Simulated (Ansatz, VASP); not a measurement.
## One calculation of NbSi, two programs

Contents of INCAR:

```
SYSTEM = NbSi
ALGO = Normal ; EDIFF = 1E-6
EDIFFG = -0.01 ; ENCUT = 600
GGA = PE ; IBRION = 2
ISIF = 3 ; ISMEAR = 0
LASPH = .TRUE. ; LCHARG = .FALSE.
LREAL = .FALSE. ; LWAVE = .FALSE.
NELM = 60 ; NSW = 100
PREC = Accurate ; SIGMA = 0.1
```

Contents of KPOINTS:

```
k-points
0
G
  18 18 18
  0 0 0
```

Contents of POSCAR:

```
NbSi
1.0
    3.1559764709      0.0000000000      0.0000000000
    0.0000000000      3.1559764709      0.0000000000
    0.0000000000      0.0000000000      3.1559764709
Nb Si
1 1
Direct
    0.0000000000      0.0000000000      0.0000000000
    0.5000000000      0.5000000000      0.5000000000
```

Input for Ansatz:

```yaml
crystal:
  lattice:
    - [3.1559764709, 0.0, 0.0]
    - [0.0, 3.1559764709, 0.0]
    - [0.0, 0.0, 3.1559764709]
  atoms:
    - { symbol: Nb, position: [0.0, 0.0, 0.0] }
    - { symbol: Si, position: [0.5, 0.5, 0.5] }
basis:
  ecutwfc: 420
kpoints:
  mp_grid: { grid: [18, 18, 18] }
hamiltonian:
  xc: pbe
scf:
  occupations: { method: gaussian, width: 0.1 }
output:
  forces: true
  stress: true
  eigenvalues: true
  write_density: true
  write_potential: true
  elf: true
  volumetric_format: npy
relax:
  adjacent_minimum: "off"
  f_tol: 0.01
  max_steps: 80
  cell: { stress_tol: 0.05 }
```

Alike in both runs: task relaxation of cell and atoms; functional PBE; k mesh 18 × 18 × 18; occupations gaussian, width 0.1 eV; no spin polarisation.

|  | VASP | Ansatz |
| --- | --- | --- |
| version | VASP 6.6.1 | Ansatz 0.2.0 |
| potentials or method | VASP PAW PBE potentials, release 64 (Nb_sv, Si), cutoff 600 eV | scalar-relativistic, plane waves, PAW |
| valence electrons in the cell | 17 | 17 |

|  | VASP | Ansatz | Ansatz less VASP |
| --- | --- | --- | --- |
| gap on the k mesh at the Fermi level, each at its own relaxed structure (eV) | none | none | - |
| relaxed volume (Å³/atom) | 15.70 | 15.72 | +0.022 |
| relaxed cell length with the largest relative difference (Å) | 3.155 | 3.156 | +0.0015 |

A gap of «none» marks a metal or a gap that the smearing closes.
